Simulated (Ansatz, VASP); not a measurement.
## Cu in VASP and in Ansatz

Contents of INCAR:

```
SYSTEM = Cu
PREC     = Accurate       ! precision mode
ENCUT    = 520            ! plane-wave cutoff, eV
EDIFF    = 1E-6           ! SCF threshold, eV
ISMEAR   = 0              ! smearing method
SIGMA    = 0.15           ! smearing width, eV
LREAL    = .False.        ! projectors in reciprocal space
LASPH    = .True.         ! aspherical terms in the spheres
NELM     = 100            ! most SCF steps
ALGO     = Fast           ! electronic algorithm
ISIF     = 2              ! what is computed and relaxed
LWAVE    = .False.        ! write WAVECAR
LCHARG   = .False.        ! write CHGCAR
GGA      = PE             ! functional
NBANDS   = 12             ! bands
```

File KPOINTS:

```
Automatic mesh
0
Gamma
  22 22 22
  0 0 0
```

File POSCAR:

```
Cu
1.0
    0.0000000000      1.9430625000      1.8075000000
    1.6719375000      0.0000000000      1.8075000000
    1.6719375000      1.9430625000      0.0000000000
Cu
1
Direct
    0.0000000000      0.0000000000      0.0000000000
```

Input for Ansatz:

```yaml
crystal:
  lattice:
    - [0.0, 1.9430625, 1.8075]
    - [1.6719375, 0.0, 1.8075]
    - [1.6719375, 1.9430625, 0.0]
  atoms:
    - { symbol: Cu, position: [0.0, 0.0, 0.0] }
basis:
  ecutwfc: 420
kpoints:
  mp_grid: { grid: [22, 22, 22] }
hamiltonian:
  xc: pbe
scf:
  occupations: { method: gaussian, width: 0.15 }
output:
  forces: true
  stress: true
  eigenvalues: true
```

Change from the starting cell: strain -0.0750 x Voigt [1, -1, 0, 0, 0, 0], atoms carried along.

Alike in both runs: task single point; functional PBE; k mesh 22 × 22 × 22; occupations gaussian, width 0.15 eV; no spin polarisation.

|  | VASP | Ansatz |
| --- | --- | --- |
| version | VASP 6.6.1 | Ansatz 0.2.0 |
| potentials or method | VASP PAW PBE potentials, release 64 (Cu), cutoff 520 eV | scalar-relativistic, plane waves, PAW |
| valence electrons in the cell | 11 | 19 |

|  | VASP | Ansatz | Ansatz less VASP |
| --- | --- | --- | --- |
| gap on the k mesh at the Fermi level (eV) | none | none | - |
| pressure (GPa) | 4.0 | 3.2 | -0.73 |
| traceless stress, the component that is largest in VASP (GPa) | -5.40 | -5.42 | -0.017 |

A gap of «none» marks a metal or a gap that the smearing closes. VASP's potentials hold 11 valence electrons a cell and Ansatz's 19, so a difference there can come from the potentials and not from the codes.
